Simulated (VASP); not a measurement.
# Ti in VASP: further runs

Ti is run at these levels: PBEsol; tasks: single point.

All numbers are computed with VASP 6.6.1; they aren't measurements. Logs are shortened: lines on timing, memory, paths and dates and some standing lists are left out, and cuts for length are marked.

## Step 1: The cell of the first run

It takes space group Fm-3m (No. 225, cubic). The conventional cell has a = 4.182 Å, b = 4.182 Å, c = 4.182 Å, α = 90.00°, β = 90.00°, γ = 90.00°. Ti (site symmetry m-3m) has 12 Ti at 2.96 Å within 3.9 Å.

## Step 2: Single point, PBEsol (strain +0.030 along x and y, +0.030 along z)

INCAR reads:

```
  PREC = Accurate
  ENCUT = 520
  EDIFF = 1E-6
  ISMEAR = 0
  SIGMA = 0.15
  LREAL = F
  LASPH = T
  NELM = 60
  ALGO = Normal
  ISIF = 2
  LWAVE = F
  LCHARG = T
  GGA = PS
  LELF = T
  LVHAR = T
  NBANDS = 12
```

KPOINTS reads:

```
Automatic mesh
0
Gamma
  20 20 20
```

POSCAR reads:

```
Ti
1.0
    0.0000000000      2.0909000000      2.0909000000
    2.0909000000      0.0000000000      2.0909000000
    2.0909000000      2.0909000000      0.0000000000
Ti
1
Direct
    0.0000000000      0.0000000000      0.0000000000
```

Potentials or basis: VASP PAW PBE potentials, release 64 (Ti_sv).

On the command line:

```bash
> cat potpaw_PBE.64/Ti_sv/POTCAR > POTCAR
> mpirun -np 1 vasp_std > vasp.out
```

OUTCAR:

```text
PREC = Accurate
   ENCUT = 520
   EDIFF = 1E-6
   ISMEAR = 0
   LREAL = F
   LASPH = T
   NELM = 60
   ISIF = 2
   GGA = PS

 ion  position               nearest neighbor table
   1  0.000  0.000  0.000-

  LATTYP: Found a face centered cubic cell.
 ALAT       =     4.1818000000

  Lattice vectors:

 A1 = (   0.0000000000,   2.0909000000,   2.0909000000)
 A2 = (   2.0909000000,   0.0000000000,   2.0909000000)
 A3 = (   2.0909000000,   2.0909000000,   0.0000000000)

Analysis of symmetry for initial positions (statically):
=====================================================================
 Subroutine PRICEL returns:
 Original cell was already a primitive cell.

 Routine SETGRP: Setting up the symmetry group for a
 face centered cubic supercell.

 Subroutine GETGRP returns: Found 48 space group operations
 (whereof 48 operations were pure point group operations)
 out of a pool of 48 trial point group operations.

The static configuration has the point symmetry O_h .

Analysis of symmetry for dynamics (positions and initial velocities):
=====================================================================
 Subroutine PRICEL returns:
 Original cell was already a primitive cell.

 Routine SETGRP: Setting up the symmetry group for a
 face centered cubic supercell.

 Subroutine GETGRP returns: Found 48 space group operations
 (whereof 48 operations were pure point group operations)
 out of a pool of 48 trial point group operations.

The dynamic configuration has the point symmetry O_h .

 Subroutine INISYM returns: Found 48 space group operations
 (whereof 48 operations are pure point group operations),
 and found     1 'primitive' translations

----------------------------------------------------------------------------------------

                                     Primitive cell

  volume of cell :      18.2823

  direct lattice vectors                    reciprocal lattice vectors
     0.000000000  2.090900000  2.090900000    -0.239131474  0.239131474  0.239131474
     2.090900000  0.000000000  2.090900000     0.239131474 -0.239131474  0.239131474
     2.090900000  2.090900000  0.000000000     0.239131474  0.239131474 -0.239131474

  length of vectors
     2.956979138  2.956979138  2.956979138     0.414187863  0.414187863  0.414187863

  position of ions in fractional coordinates (direct lattice)
     0.000000000  0.000000000  0.000000000

  ion indices of the primitive-cell ions
   primitive index   ion index
                 1           1

----------------------------------------------------------------------------------------

 KPOINTS: Automatic mesh

Automatic generation of k-mesh.
 Grid dimensions read from file:
 generate k-points for:   20   20   20

 Generating k-lattice:

  Cartesian coordinates                     Fractional coordinates (reciprocal lattice)
    -0.011956574  0.011956574  0.011956574     0.050000000  0.000000000  0.000000000
     0.011956574 -0.011956574  0.011956574     0.000000000  0.050000000  0.000000000
     0.011956574  0.011956574 -0.011956574     0.000000000  0.000000000  0.050000000

  Length of vectors
     0.020709393  0.020709393  0.020709393

  Shift w.r.t. Gamma in fractional coordinates (k-lattice)
     0.000000000  0.000000000  0.000000000

 Subroutine IBZKPT returns following result:
 ===========================================

 Found    256 irreducible k-points:

 Following reciprocal coordinates:
            Coordinates               Weight
  0.000000  0.000000  0.000000      1.000000
  0.050000  0.000000  0.000000      8.000000
  0.100000  0.000000  0.000000      8.000000
  0.150000  0.000000  0.000000      8.000000
  0.200000  0.000000  0.000000      8.000000
  0.250000  0.000000  0.000000      8.000000
[... 16 lines left out ...]
 -0.400000  0.050000  0.000000     24.000000
 -0.350000  0.050000  0.000000     24.000000
 [... further k-points ...]
   k-points           NKPTS =    256   k-points in BZ     NKDIM =    256   number of bands    NBANDS=     12
   number of dos      NEDOS =    301   number of ions     NIONS =      1
   total plane-waves  NPLWV =  13824
   dimension x,y,z NGX =    24 NGY =   24 NGZ =   24
   dimension x,y,z NGXF=    48 NGYF=   48 NGZF=   48
   ions per type =               1
   NGX,Y,Z   is equivalent  to a cutoff of  13.49, 13.49, 13.49 a.u.
   NGXF,Y,Z  is equivalent  to a cutoff of  26.99, 26.99, 26.99 a.u.
 SYSTEM =  unknown system
   PREC   = accura    normal or accurate (medium, high low for compatibility)
   ISTART =      0    job   : 0-new  1-cont  2-samecut
   ICHARG =      2    charge: 1-file 2-atom 10-const
   ISPIN  =      1    spin polarized calculation?
   LNONCOLLINEAR =      F non collinear calculations
   LSORBIT =      F    spin-orbit coupling
   LASPH  =      T    aspherical Exc in radial PAW
   ENCUT  =  520.0 eV  38.22 Ry    6.18 a.u.   5.50  5.50  5.50*2*pi/ulx,y,z
   NELM   =     60;   NELMIN=  2; NELMDL= -5     # of ELM steps
   EDIFF  = 0.1E-05   stopping-criterion for ELM
   LREAL  =      F    real-space projection
   EDIFFG = 0.1E-04   stopping-criterion for IOM
   NSW    =      0    number of steps for IOM
   IBRION =     -1    ionic relax: 0-MD 1-quasi-New 2-CG
   NFREE  =      0    steps in history (QN), initial steepest desc. (CG)
   ISIF   =      2    stress and relaxation
   ISYM   =      2    0-nonsym 1-usesym 2-fastsym
   POTIM  = 0.5000    time-step for ionic-motion
   TEBEG  =    0.0;   TEEND  =   0.0 temperature during run
   PSTRESS=    0.0 pullay stress
   NELECT =      12.0000    total number of electrons
   NUPDOWN=      -1.0000    fix difference up-down
   EMIN   =  10.00;   EMAX   =-10.00  energy-range for DOS
   EFERMI =   0.00;   METHOD = LEGACY
   ISMEAR =     0;   SIGMA  =   0.15  broadening in eV -4-tet -1-fermi 0-gaus
   EFERMI_NEDOS =   21; number of points for ismear=-14 and -15
   IALGO  =     38    algorithm
   IMIX   =      4    mixing-type and parameters
     AMIX     =   0.40;   BMIX     =  1.00
     AMIX_MAG =   1.60;   BMIX_MAG =  1.00
  volume/ion in A,a.u.               =      18.28       123.37
  Fermi-wavevector in a.u.,A,eV,Ry     =   1.422739  2.688587 27.540736  2.024187
  Thomas-Fermi vector in A             =   2.543411
   LORBIT       =      0    0 simple, 1 ext, 2 COOP (PROOUT), +10 PAW based schemes
   GGA     = PS    functional components
   LHFCALC =     F    Hartree Fock is set to
   AEXX    =    0.0000 exact exchange contribution
   IVDW    =     0    specifies the selected vdW correction
   LEPSILON=     F    determine dielectric tensor
   LRPA    =     F    only Hartree local field effects (RPA)
 non-spin polarized calculation
 Gauss-broadening in eV      SIGMA  =   0.15
  energy-cutoff  :      520.00
  volume of cell :       18.28
 maximum number of plane-waves:       531
 NGX is ok and might be reduce to    24
   NGX = 11   NGY = 11   NGZ = 11

 number of electron      11.9999996 magnetization

 Free energy of the ion-electron system (eV)
  ---------------------------------------------------
  ext. energy  EPLUGINS =         0.00000000
  ---------------------------------------------------
  free energy    TOTEN  =        -8.24385185 eV

  energy without entropy =       -8.22301251  energy(sigma->0) =       -8.23343218

 E-fermi :   7.5634     XC(G=0): -11.3935

 val. band max:        7.5582835189   @ k =  -0.4000   0.3000   0.1500
 cond. band min:       7.5641564923   @ k =  -0.3500   0.0500   0.0000
 fundamental gap:      0.0058729734
 Fermi energy:         7.5633951296

 k-point     1 :       0.0000    0.0000    0.0000
  band No.  band energies     occupation
      1     -49.0080      2.00000
      2     -25.0161      2.00000
      3     -25.0161      2.00000
      4     -25.0161      2.00000
      5       1.5924      2.00000
      6       8.4051      0.00000
      7       8.4051      0.00000
      8       8.4051      0.00000
      9       9.9154      0.00000
     10       9.9154      0.00000
     11      22.5495      0.00000
     12      26.7288      0.00000

 k-point     2 :       0.0500    0.0000    0.0000
  band No.  band energies     occupation
      1     -49.0056      2.00000
      2     -25.0305      2.00000
      3     -25.0179      2.00000
      4     -25.0179      2.00000
      5       1.6699      2.00000
      6       8.3582      0.00000
      7       8.4330      0.00000
      8       8.4330      0.00000
      9       9.8975      0.00000
     10       9.8975      0.00000
     11      22.6054      0.00000
     12      26.0482      0.00000

 k-point     3 :       0.1000    0.0000    0.0000
  band No.  band energies     occupation
      1     -48.9985      2.00000
      2     -25.0722      2.00000
      3     -25.0232      2.00000
      4     -25.0232      2.00000
      5       1.8985      2.00000
      6       8.2272      0.00000
      7       8.5079      0.00000
      8       8.5079      0.00000
      9       9.8549      0.00000
     10       9.8549      0.00000
     11      22.6986      0.00000
     12      24.7762      0.00000

 k-point     4 :       0.1500    0.0000    0.0000
  band No.  band energies     occupation
      1     -48.9874      2.00000
      2     -25.1370      2.00000
      3     -25.0315      2.00000
      4     -25.0315      2.00000
      5       2.2659      2.00000
      6       8.0393      0.00001
      7       8.6002      0.00000
      8       8.6002      0.00000
      9       9.8218      0.00000
     10       9.8218      0.00000
     11      22.4232      0.00000
     12      23.7644      0.00000

 k-point     5 :       0.2000    0.0000    0.0000
  band No.  band energies     occupation
      1     -48.9734      2.00000
      2     -25.2178      2.00000
      3     -25.0419      2.00000
      4     -25.0419      2.00000
      5       2.7502      2.00000
      6       7.8324      0.01120
      7       8.6589      0.00000
      8       8.6589      0.00000
      9       9.8540      0.00000
     10       9.8540      0.00000
     11      21.3072      0.00000
     12      23.4636      0.00000
[... 228 lines left out ...]
      1     -48.9065      2.00000
      2     -25.5815      2.00000
      3     -25.0991      2.00000
      4     -25.0935      2.00000
      5       5.1357      2.00000
      6       7.9161      0.00088
      7       8.3185      0.00000
      8       8.3444      0.00000
      9      10.9287      0.00000
     10      11.0349      0.00000
     11      15.2339      0.00000
     12      21.8378      0.00000

 k-point    22 :      -0.4500    0.0500    0.0000
  band No.  band energies     occupation
      1     -48.9073      2.00000
      2     -25.5770      2.00000
      3     -25.1010      2.00000
      4     -25.0904      2.00000
      5       5.1158      2.00000
      6       7.8992      0.00154
      7       8.3132      0.00000
      8       8.3455      0.00000
      9      10.8520      0.00000
     10      11.0660      0.00000
     11      15.3327      0.00000
     12      21.8568      0.00000

 k-point    23 :      -0.4000    0.0500    0.0000
  band No.  band energies     occupation
      1     -48.9129      2.00000
      2     -25.5465      2.00000
      3     -25.0991      2.00000
      4     -25.0839      2.00000
      5       4.9617      2.00000
      6       7.7429      0.09055
      7       8.3212      0.00000
      8       8.3888      0.00000
      9      10.6708      0.00000
     10      10.9648      0.00000
     11      15.9646      0.00000
     12      22.0175      0.00000

 k-point    24 :      -0.3500    0.0500    0.0000
  band No.  band energies     occupation
      1     -48.9228      2.00000
      2     -25.4927      2.00000
      3     -25.0935      2.00000
      4     -25.0747      2.00000
      5       4.6375      2.00000
      6       7.5642      0.99427
      7       8.3895      0.00000
      8       8.4687      0.00000
      9      10.4157      0.00000
     10      10.7690      0.00000
     11      16.9670      0.00000
     12      22.2987      0.00000

 [... further k-points ...]

------------------------ aborting loop because EDIFF is reached ----------------------------------------

  FORCE on cell =-STRESS in cart. coord.  units (eV):
  Direction    XX          YY          ZZ          XY          YZ          ZX
  --------------------------------------------------------------------------------------
  -------------------------------------------------------------------------------------
  Total       -1.0340533     -1.0340533     -1.0340533     -0.0000000     -0.0000000     -0.0000000
  in kB      -90.6199313    -90.6199313    -90.6199313     -0.0000000     -0.0000000     -0.0000000
  external PRESSURE =     -90.6199313 kB  Pullay stress =       0.0000000 kB

 VOLUME and BASIS-vectors are now :
 -----------------------------------------------------------------------------
  energy-cutoff  :      520.00
  volume of cell :       18.28
      direct lattice vectors                 reciprocal lattice vectors
     0.000000000  2.090900000  2.090900000    -0.239131474  0.239131474  0.239131474
     2.090900000  0.000000000  2.090900000     0.239131474 -0.239131474  0.239131474
     2.090900000  2.090900000  0.000000000     0.239131474  0.239131474 -0.239131474

 POSITION                                       TOTAL-FORCE (eV/Angst)
 -----------------------------------------------------------------------------------
      0.00000      0.00000      0.00000         0.000000     -0.000000      0.000000
 -----------------------------------------------------------------------------------
    total drift:                                0.000000      0.000000     -0.000000

  FREE ENERGIE OF THE ION-ELECTRON SYSTEM (eV)
  ---------------------------------------------------
  free  energy   TOTEN  =        -8.2438518541 eV

  energy  without entropy=       -8.2230125051  energy(sigma->0) =       -8.23343218
```

It took 16 s on 1 thread of Intel Xeon 6975P-C (Granite Rapids), shared host; peak memory 0.18 GiB.

Results:

```yaml
Free_energy: -8.2439 eV
Pressure: -9.1 GPa
Band_gap_on_the_k_mesh: zero (band 6 reaches 8.41 eV, above the bottom of band 7 at 7.20 eV)
```

Caveat: the cell differs from its parent crystal (strain +0.030 along x and y, +0.030 along z); the PAW data sets were made with another functional, which shifts forces and pressure a little.

## Step 3: Single point, PBEsol (strain -0.030 along x and y, -0.015 along z)

INCAR reads:

```
ALGO = Normal
EDIFF = 1E-7
ENCUT = 520
GGA = PS
ISIF = 2
ISMEAR = 0
LASPH = T
LCHARG = F
LREAL = F
LWAVE = F
NBANDS = 12
NELM = 80
PREC = Accurate
SIGMA = 0.15
```

KPOINTS reads:

```
k-points
0
Gamma
  20 20 20
```

POSCAR reads:

```
Ti
1.0
    0.0000000000      1.9691000000      1.9995500000
    1.9691000000      0.0000000000      1.9995500000
    1.9691000000      1.9691000000      0.0000000000
Ti
1
Direct
    0.0000000000      0.0000000000      0.0000000000
```

Potentials or basis: VASP PAW PBE potentials, release 64 (Ti_sv).

On the command line:

```bash
> cat potpaw_PBE.64/Ti_sv/POTCAR > POTCAR
> mpirun -np 1 vasp_std > vasp.out
```

Run time: 37 s. Hardware: 1 thread of Intel Xeon 6975P-C (Granite Rapids), shared host; peak memory 0.23 GiB.

It converged, with:

```yaml
Free_energy: -8.2613 eV
Pressure: 9.1 GPa
Band_gap_on_the_k_mesh: zero (band 6 reaches 10.24 eV, above the bottom of band 7 at 8.88 eV)
```

Stress tensor (GPa, compression positive):
```
9.28 0.00 0.00
0.00 9.28 0.00
0.00 0.00 8.69
```

Levels at points of the mesh, in eV from the Fermi level:
```tsv
k point	band 2	band 3	band 4	band 5	band 6	band 7	band 8	band 9	band 10	band 11
(0.00, 0.00, 0.00)	-32.09	-32.09	-32.09	-6.35	0.85	0.99	0.99	2.75	2.92	15.90
(0.50, 0.00, 0.00)	-33.07	-32.22	-32.20	-2.87	0.71	0.86	0.97	4.08	4.14	9.44
(0.50, 0.50, 0.00)	-33.00	-32.41	-32.41	-3.01	-2.02	3.21	4.10	4.44	4.44	11.76
(0.50, 0.00, 0.50)	-33.00	-32.45	-32.42	-3.01	-2.06	3.52	4.09	4.39	4.50	12.05
```

Caveat: the cell differs from its parent crystal (strain -0.030 along x and y, -0.015 along z); the PAW data sets were made with another functional, which shifts forces and pressure a little.

## Step 4: Single point, PBEsol (strain -0.030 along x and y, +0.000 along z)

INCAR reads:

```
ALGO     = Normal         # electronic algorithm
EDIFF    = 1E-6           # SCF threshold, eV
ENCUT    = 520            # plane-wave cutoff, eV
GGA      = PS             # functional
ISIF     = 2              # what is computed and relaxed
ISMEAR   = 0              # smearing method
LASPH    = True           # aspherical terms in the spheres
LCHARG   = True           # write CHGCAR
LELF     = True           # ELF
LREAL    = False          # projectors in reciprocal space
LVHAR    = True         
LWAVE    = False          # write WAVECAR
NBANDS   = 12             # bands
NELM     = 100            # most SCF steps
PREC     = Accurate       # precision mode
SIGMA    = 0.15           # smearing width, eV
```

KPOINTS is that of step 3.

POSCAR reads:

```
Ti
1.0
    0.0000000000      1.9691000000      2.0300000000
    1.9691000000      0.0000000000      2.0300000000
    1.9691000000      1.9691000000      0.0000000000
Ti
1
Direct
    0.0000000000      0.0000000000      0.0000000000
```

On the command line:

```bash
> cat potpaw_PBE.64/Ti_sv/POTCAR > POTCAR
> mpirun -np 1 vasp_std > vasp.out
```

Run time: 33 s. Hardware: 1 thread of Intel Xeon 6975P-C (Granite Rapids), shared host; peak memory 0.23 GiB.

It converged, with:

```
Free energy            : -8.2724 eV
Pressure               : 7.0 GPa
Band gap on the k mesh : zero (band 6 reaches 10.02 eV, above the bottom of band 7 at 8.67 eV)
```

Stress tensor (GPa, compression positive):
```
7.35 0.00 0.00
0.00 7.35 0.00
0.00 0.00 6.25
```

Levels at points of the mesh, in eV from the Fermi level:
```csv
k point,band 4,band 5,band 6,band 7,band 8,band 9
"(0.00, 0.00, 0.00)",-32.13,-6.32,0.75,1.03,1.03,2.62
"(0.50, 0.00, 0.00)",-32.23,-2.83,0.64,0.93,0.94,3.98
"(0.50, 0.50, 0.00)",-32.43,-2.95,-1.95,2.94,4.04,4.36
"(0.50, 0.00, 0.50)",-32.45,-2.95,-2.02,3.54,4.01,4.26
```

Caveat: the cell differs from its parent crystal (strain -0.030 along x and y, +0.000 along z); the PAW data sets were made with another functional, which shifts forces and pressure a little.

(Part 1 of 2 ends here.)
